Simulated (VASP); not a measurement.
Mg4O, 5 atoms in the cell. The cell holds a slab with vacuum, 5 atoms: a = 3.188 Å, b = 5.108 Å, c = 19.136 Å, α = 90.00°, β = 90.00°, γ = 90.00°. 

```yaml
Program: VASP 6.6.1
Task: single point
Functional: PBEsol
Potentials_or_basis: VASP PAW PBE potentials, release 64 (Mg, O)
Cutoff: 520 eV
k_mesh: 8 × 5 × 1
Occupations: gaussian, width 0.1 eV
Spin: no spin polarisation
Dipole_correction: yes
Further_INCAR_settings: ALGO = Normal; EDIFF = 1e-06; NBANDS = 15
```

Potentials or basis: VASP PAW PBE potentials, release 64 (Mg, O).

Command:

```bash
$ cat potpaw_PBE.64/Mg/POTCAR potpaw_PBE.64/O/POTCAR > POTCAR
$ mpirun -np 1 vasp_std > vasp.out
```

Hardware: 1 thread of Intel Xeon 8259CL, on a shared host.

Question: Estimate the wall time of this run.

Answer: Wall time 4.9 min on 1 thread of Intel Xeon 8259CL (shared host), peak memory 0.39 GiB. Counts: scf iterations 24, k points 21.
